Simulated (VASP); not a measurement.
# GaSb3 (Fm-3m) in VASP: settings compared, part 2 of 2

VASP 6.6.1.

## Step 4: Single point, LDA

This run uses another cell than the first one, of 24.92 Å³/atom, 0.923 times its volume.

INCAR reads:

```
SYSTEM = GaSb3
PREC     = Accurate       ! precision mode
ENCUT    = 500            ! plane-wave cutoff, eV
EDIFF    = 1E-6           ! SCF threshold, eV
ISMEAR   = -1             ! smearing method
SIGMA    = 0.05           ! smearing width, eV
LREAL    = .False.        ! projectors in reciprocal space
LASPH    = .True.         ! aspherical terms in the spheres
NELM     = 120            ! most SCF steps
ALGO     = Normal         ! electronic algorithm
ISIF     = 2              ! what is computed and relaxed
LWAVE    = .False.        ! write WAVECAR
LCHARG   = .False.        ! write CHGCAR
NBANDS   = 22             ! bands
GGA_COMPAT= .False.
```

KPOINTS reads:

```
Automatic mesh
0
Gamma
  6 6 6
  0 0 0
```

POSCAR reads:

```
GaSb3
1.0
    0.0000000000      3.6801753734      3.6801753734
    3.6801753734      0.0000000000      3.6801753734
    3.6801753734      3.6801753734      0.0000000000
Sb Ga
3 1
Direct
    0.5000000000      0.5000000000      0.5000000000
    0.7500000000      0.7500000000      0.7500000000
    0.2500000000      0.2500000000      0.2500000000
    0.0000000000      0.0000000000      0.0000000000
```

Potentials or basis: VASP PAW LDA potentials, release 64 (Sb, Ga_d).

On the command line:

```console
$ cat potpaw_LDA.64/Sb/POTCAR potpaw_LDA.64/Ga_d/POTCAR > POTCAR
$ mpirun -np 1 vasp_std > vasp.out
```

OUTCAR:

```text
SYSTEM = GaSb3
   PREC = Accurate
   ENCUT = 500
   EDIFF = 1E-6
   ISMEAR = -1
   LREAL = .False.
   LASPH = .True.
   NELM = 120
   ISIF = 2

 ion  position               nearest neighbor table
   1  0.500  0.500  0.500-   3 3.19   3 3.19   3 3.19   2 3.19   2 3.19   2 3.19   3 3.19   2 3.19

   2  0.750  0.750  0.750-   1 3.19   1 3.19   1 3.19   4 3.19   4 3.19   4 3.19   4 3.19   1 3.19
                             3 3.68   3 3.68   3 3.68   3 3.68   3 3.68   3 3.68
   3  0.250  0.250  0.250-   4 3.19   4 3.19   4 3.19   1 3.19   1 3.19   1 3.19   4 3.19   1 3.19
                             2 3.68   2 3.68   2 3.68   2 3.68   2 3.68   2 3.68
   4  0.000  0.000  0.000-   2 3.19   2 3.19   2 3.19   3 3.19   3 3.19   3 3.19   3 3.19   2 3.19

  LATTYP: Found a face centered cubic cell.
 ALAT       =     7.3603507468

  Lattice vectors:

 A1 = (   0.0000000000,   3.6801753734,   3.6801753734)
 A2 = (   3.6801753734,   0.0000000000,   3.6801753734)
 A3 = (   3.6801753734,   3.6801753734,   0.0000000000)

Analysis of symmetry for initial positions (statically):
=====================================================================
 Subroutine PRICEL returns:
 Original cell was already a primitive cell.

 Routine SETGRP: Setting up the symmetry group for a
 face centered cubic supercell.

 Subroutine GETGRP returns: Found 48 space group operations
 (whereof 48 operations were pure point group operations)
 out of a pool of 48 trial point group operations.

The static configuration has the point symmetry O_h .

Analysis of symmetry for dynamics (positions and initial velocities):
=====================================================================
 Subroutine PRICEL returns:
 Original cell was already a primitive cell.

 Routine SETGRP: Setting up the symmetry group for a
 face centered cubic supercell.

 Subroutine GETGRP returns: Found 48 space group operations
 (whereof 48 operations were pure point group operations)
 out of a pool of 48 trial point group operations.
[... 114 lines left out ...]
   IMIX   =      4    mixing-type and parameters
     AMIX     =   0.40;   BMIX     =  1.00
     AMIX_MAG =   1.60;   BMIX_MAG =  1.00
  volume/ion in A,a.u.               =      24.92       168.18
  Fermi-wavevector in a.u.,A,eV,Ry     =   1.072134  2.026039 15.639501  1.149471
  Thomas-Fermi vector in A             =   2.207895
   LORBIT       =      0    0 simple, 1 ext, 2 COOP (PROOUT), +10 PAW based schemes
   GGA     = CA    functional components
   LHFCALC =     F    Hartree Fock is set to
   AEXX    =    0.0000 exact exchange contribution
   IVDW    =     0    specifies the selected vdW correction
   LEPSILON=     F    determine dielectric tensor
   LRPA    =     F    only Hartree local field effects (RPA)
 non-spin polarized calculation
  energy-cutoff  :      500.00
  volume of cell :       99.69
 maximum number of plane-waves:      2637
 NGX is ok and might be reduce to    40
   NGX = 19   NGY = 19   NGZ = 19

 number of electron      28.0000006 magnetization

 Free energy of the ion-electron system (eV)
  ---------------------------------------------------
  ext. energy  EPLUGINS =         0.00000000
  ---------------------------------------------------
  free energy    TOTEN  =       -17.19372290 eV

  energy without entropy =      -17.15745443  energy(sigma->0) =      -17.17558867

 E-fermi :   7.9406     XC(G=0): -10.5454

 val. band max:        7.8745286496   @ k =   0.5000   0.3333   0.0000
 cond. band min:       7.9676230148   @ k =   0.3333   0.1667   0.0000
 fundamental gap:      0.0930943651
 Fermi energy:         7.9405876865

 k-point     1 :       0.0000    0.0000    0.0000
  band No.  band energies     occupation
      1      -7.1728      2.00000
      2      -7.1728      2.00000
      3      -7.1728      2.00000
      4      -7.1583      2.00000
      5      -7.1583      2.00000
      6      -4.9430      2.00000
[... 389 lines left out ...]
     21      12.1972      0.00000
     22      14.9827      0.00000

------------------------ aborting loop because EDIFF is reached ----------------------------------------

  FORCE on cell =-STRESS in cart. coord.  units (eV):
  Direction    XX          YY          ZZ          XY          YZ          ZX
  --------------------------------------------------------------------------------------
  -------------------------------------------------------------------------------------
  Total       -1.6385617     -1.6385617     -1.6385617      0.0000000      0.0000000     -0.0000000
  in kB      -26.3352743    -26.3352743    -26.3352743      0.0000000      0.0000000     -0.0000000
  external PRESSURE =     -26.3352743 kB  Pullay stress =       0.0000000 kB

 VOLUME and BASIS-vectors are now :
 -----------------------------------------------------------------------------
  energy-cutoff  :      500.00
  volume of cell :       99.69
      direct lattice vectors                 reciprocal lattice vectors
     0.000000000  3.680175373  3.680175373    -0.135863091  0.135863091  0.135863091
     3.680175373  0.000000000  3.680175373     0.135863091 -0.135863091  0.135863091
     3.680175373  3.680175373  0.000000000     0.135863091  0.135863091 -0.135863091

 POSITION                                       TOTAL-FORCE (eV/Angst)
 -----------------------------------------------------------------------------------
      3.68018      3.68018      3.68018        -0.000000     -0.000000     -0.000000
      5.52026      5.52026      5.52026        -0.000000     -0.000000     -0.000000
      1.84009      1.84009      1.84009         0.000000      0.000000      0.000000
      0.00000      0.00000      0.00000        -0.000000      0.000000     -0.000000
 -----------------------------------------------------------------------------------
    total drift:                               -0.000000      0.000000      0.000000

  FREE ENERGIE OF THE ION-ELECTRON SYSTEM (eV)
  ---------------------------------------------------
  free  energy   TOTEN  =       -17.1937229049 eV

  energy  without entropy=      -17.1574544308  energy(sigma->0) =      -17.17558867
```

OSZICAR:

```text
N       E                     dE             d eps       ncg     rms          rms(c)
DAV:   1     0.163069557051E+03    0.16307E+03   -0.11163E+04   734   0.132E+03
DAV:   2    -0.162606490376E+01   -0.16470E+03   -0.15798E+03   810   0.318E+02
DAV:   3    -0.168073220525E+02   -0.15181E+02   -0.14753E+02   854   0.815E+01
DAV:   4    -0.172277939766E+02   -0.42047E+00   -0.41862E+00   764   0.147E+01
DAV:   5    -0.172390784303E+02   -0.11284E-01   -0.11278E-01   884   0.241E+00    0.356E+00
DAV:   6    -0.172056149825E+02    0.33463E-01   -0.46472E-02   882   0.213E+00    0.197E+00
DAV:   7    -0.171942232030E+02    0.11392E-01   -0.21722E-02   882   0.951E-01    0.207E-01
DAV:   8    -0.171937321327E+02    0.49107E-03   -0.17493E-03   836   0.398E-01    0.768E-02
DAV:   9    -0.171937236616E+02    0.84711E-05   -0.15416E-04   840   0.748E-02    0.159E-02
DAV:  10    -0.171937228727E+02    0.78888E-06   -0.10742E-05   848   0.350E-02    0.415E-03
DAV:  11    -0.171937229049E+02   -0.32128E-07   -0.52178E-07   518   0.585E-03
   1 F= -.17193723E+02 E0= -.17175589E+02  d E =-.362685E-01
```

It took 56 s on 1 thread of Intel Xeon 8259CL, shared host; peak memory 0.21 GiB.

Results:

```
Free energy            : -17.1937 eV
Pressure               : -2.6 GPa
Band gap on the k mesh : zero (band 14 reaches 9.12 eV, above the bottom of band 15 at 5.32 eV)
```

Caveat: spin-orbit coupling is left out, which moves the levels of the heavy elements.

## Step 5: Overview

```tsv
level	potentials or basis	cell	cutoff (eV)	gap on the mesh (eV)	pressure (GPa)
r2SCAN	VASP PAW PBE potentials, release 64 (Sb, Ga_d)	a = 5.345 Å, angles 60.0°, 4 atoms	550	none	-3.2
PBE	VASP PAW PBE potentials, release 64 (Sb, Ga_d)	a = 5.168 Å, angles 60.0°, 4 atoms	500	none	2.7
LDA	VASP PAW LDA potentials, release 64 (Sb, Ga_d)	a = 5.205 Å, angles 60.0°, 4 atoms	500	none	-2.6
```

Alike in all rows: task single point; no spin polarisation; k mesh 6 × 6 × 6; smearing fermi-dirac 0.05 eV.

Caveats: spin-orbit coupling is left out, which moves the levels of the heavy elements; the PAW data sets were made with another functional, which shifts forces and pressure a little (some runs).

Total energies depend on the potentials used, so only differences within one code and one set of settings carry meaning.
